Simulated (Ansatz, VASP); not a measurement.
Pd: VASP beside Ansatz

```
Pd
1.0
     0.00000    1.95522    1.95522
     1.95522    0.00000    1.95522
     1.95522    1.95522    0.00000
Pd
1
Direct
  0.00000 0.00000 0.00000
```

Alike in both runs: functional r2SCAN; k mesh 18 × 18 × 18; occupations gaussian, width 0.1 eV; no spin polarisation.

Ansatz relaxed the structure, and its values are those at the end. VASP's run is a single point on that final structure, the one shown.

```csv
,VASP,Ansatz
version,VASP 6.6.1,Ansatz 0.2.0
potentials or method,"VASP PAW PBE potentials, release 64 (Pd), cutoff 520 eV","scalar-relativistic, plane waves, PAW"
valence electrons in the cell,10,18
```

Ansatz gave:

```
gap on the k mesh at the Fermi level (eV) : none
pressure (GPa)                            : 0.0
```

Question: What did VASP give for the same quantities?

Answer: gap on the k mesh at the Fermi level (eV): none; pressure (GPa): 0.2.

VASP's potentials were made for PBE, not for r2SCAN. A gap of «none» marks a metal or a gap that the smearing closes. VASP's potentials hold 10 valence electrons a cell and Ansatz's 18, so a difference there can come from the potentials and not from the codes.
